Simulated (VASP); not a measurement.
Runs of VASP 6.6.1 on KCl. The structure is that of space group Fm-3m (No. 225), or close to it. The cells are those of the table. 

```tsv
level	cell	smearing	gap on the mesh (eV)	pressure (GPa)
r2SCAN	a = 4.231 Å, angles 60.0°, 2 atoms	gaussian 0.01 eV	6.42	4.2
r2SCAN	a = 4.456, b = 4.456, c = 4.447 Å, angles 60.1, 60.1, 59.9°, 2 atoms	gaussian 0.01 eV	5.82	-0.1
PBE	a = 4.456, b = 4.456, c = 4.447 Å, angles 60.1, 60.1, 59.9°, 2 atoms	fermi-dirac 0.02 eV	(a)	(b)
PBE	a = 4.231 Å, angles 60.0°, 2 atoms	fermi-dirac 0.02 eV	5.76	(c)
```

Alike in all rows: task single point; potentials or basis VASP PAW PBE potentials, release 64 (K_sv, Cl); no spin polarisation; k mesh 8 × 8 × 8; cutoff (eV) 520.

**Question.** Estimate the missing entries.

**Answer.** (a) 5.18; (b) 0.7; (c) 5.1.

Caveats: the cell stands under pressure (at least some runs); the PAW data sets were made with another functional, which shifts forces and pressure a little (at least some runs).

A k mesh can miss the band edges.
